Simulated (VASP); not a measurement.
A run of VASP 6.6.1 is set up as follows.

INCAR

```
  PREC = Accurate
  ENCUT = 520
  EDIFF = 1E-6
  ISMEAR = 0
  SIGMA = 0.05
  LREAL = F
  LASPH = T
  NELM = 60
  ALGO = Normal
  ISIF = 2
  LWAVE = F
  LCHARG = F
  GGA = PE
  IVDW = 12
  NBANDS = 31
```

KPOINTS

```
regular mesh
0
Gamma
  7 11 3
```

Contents of POSCAR:

```
C
1.0
    0.0000000000      1.4231666446     -3.3613878322
   -2.4649969361      0.0000000000      0.0000000000
    2.6704133475     10.3570231966      1.5175428250
C
10
Direct
    0.0798804167      0.5110512784      0.8409704108
    0.7294069137      0.6700532771      0.0646645635
    0.8170252894      0.3803027774      0.2587410253
   -0.0953563348      1.0905522777      0.4528174871
   -0.0077379590      0.8008017781      0.6468939490
    0.7582114621      0.2401962232      0.1294118983
   -0.1541701622      0.9504457235      0.3234883602
   -0.0665517864      0.6606952238      0.5175648220
    0.0210665894      1.3709447242      0.7116412838
    0.1086849651      1.0811942245      0.9057177457
```

Potentials or basis: VASP PAW PBE potentials, release 64 (C).

Command:

```console
$ cat potpaw_PBE.64/C/POTCAR > POTCAR
$ mpirun -np 1 vasp_std > vasp.out
```

Q: What does it give for the pressure?

A: 0.7 GPa.

Q: What does it give for the largest force?

A: 2.583 eV/Å.

Q: Estimate the band gap on the k mesh.

A: Zero (band 20 reaches 4.17 eV, above the bottom of band 21 at 3.98 eV).

Stress tensor (GPa, compression positive):
```
-2.26  6.19  6.21
 6.19  5.40  3.81
 6.21  3.81 -0.89
```

Caveat: pairwise dispersion overbinds metals, which lowers pressure and volume; forces of over 1 eV/Å act on the atoms, so gaps and moduli don't describe the material at rest.
